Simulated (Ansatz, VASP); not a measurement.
Pt in VASP and in Ansatz

```
CELL_PARAMETERS angstrom
0.00000 1.98457 1.98457
1.98457 0.00000 1.98457
1.98457 1.98457 0.00000
ATOMIC_POSITIONS crystal
Pt 0.00000 0.00000 0.00000
```

Alike in both runs: functional PBE; k mesh 13 × 13 × 13; no spin polarisation.

Ansatz relaxed the structure, and its values are those at the end. VASP's run is a single point on that final structure, the one shown.

|  | VASP | Ansatz |
| --- | --- | --- |
| version | VASP 6.6.1 | Ansatz 0.2.0 |
| potentials or method | VASP PAW PBE potentials, release 64 (Pt) | plane waves, PAW |
| plane-wave cutoff (eV) | 520 | 420 |
| occupations | methfessel-paxton of order 1, width 0.1 eV | cold |
| valence electrons in the cell | 10 | 18 |

Ansatz gave:

| Quantity | Value |
| --- | --- |
| pressure (GPa) | 0.0 |

Problem. Estimate VASP's values.

Solution. Pressure (GPa): -0.5.

VASP's potentials hold 10 valence electrons a cell and Ansatz's 18, so a difference there can come from the potentials and not from the codes. Ansatz's warnings: stress scf threshold loose.

Neither program's run includes spin-orbit coupling.
